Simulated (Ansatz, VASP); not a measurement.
# One calculation of Ni, two programs

The input INCAR:

```
PREC = Accurate ; ENCUT = 520
EDIFF = 1E-7 ; ISMEAR = 1
SIGMA = 0.1 ; LREAL = False
LASPH = True ; NELM = 150
ALGO = Normal ; ISIF = 2
LWAVE = False ; LCHARG = False
ISPIN = 2 ; MAGMOM = 1.5
LORBIT = 11 ; LMAXMIX = 4
NBANDS = 15
```

The input KPOINTS:

```
regular mesh
0
Gamma
  17 17 17
```

The input POSCAR:

```
Ni
1.0
    0.0058731333      1.7648765667      1.7648765667
    1.7648765667      0.0058731333      1.7648765667
    1.7648765667      1.7648765667      0.0058731333
Ni
1
Direct
    0.0000000000      0.0000000000      0.0000000000
```

Input for Ansatz:

```yaml
crystal:
  lattice:
    - [0.005873133333333335, 1.7648765666666668, 1.7648765666666668]
    - [1.7648765666666668, 0.005873133333333335, 1.7648765666666668]
    - [1.7648765666666668, 1.7648765666666668, 0.005873133333333335]
  atoms:
    - { symbol: Ni, position: [0.0, 0.0, 0.0], spin: 1.5 }
basis:
  ecutwfc: 520.0
kpoints:
  mp_grid:
    grid: [17, 17, 17]
hamiltonian:
  xc: lda
magnetization:
  spin_polarized: true
scf:
  lower_state_search: standard
  mixing:
    algorithm: broyden
    beta: 0.1
  occupations:
    method: cold
    width: 0.1
output:
  stress: true
```

Alike in both runs: task single point; functional LDA; k mesh 17 × 17 × 17; collinear spin.

```csv
,VASP,Ansatz
version,VASP 6.6.1,Ansatz 0.2.0
potentials or method,"VASP PAW LDA potentials, release 64 (Ni), cutoff 520 eV","plane waves, PAW"
occupations,"methfessel-paxton of order 1, width 0.1 eV","cold, width 0.1 eV"
valence electrons in the cell,10,18
```

Ansatz gave:

- pressure (GPa): -17.7
- traceless stress, the component that is largest in VASP (GPa): -0.40
- net moment per atom (μB): 0.67
- size of the moment on the site where the two differ most (μB): 0.70

Q: Which values does VASP return?

A: Pressure (GPa): -17.6; traceless stress, the component that is largest in VASP (GPa): -0.38; net moment per atom (μB): 0.64; size of the moment on the site where the two differ most (μB): 0.65.

LDA's correlation is that of Perdew and Zunger in VASP and of Perdew and Wang (1992) in Ansatz. Site moments also hang on the region over which each program counts them. VASP's potentials hold 10 valence electrons a cell and Ansatz's 18, so a difference there can come from the potentials and not from the codes. Ansatz's warnings: stability check not made.
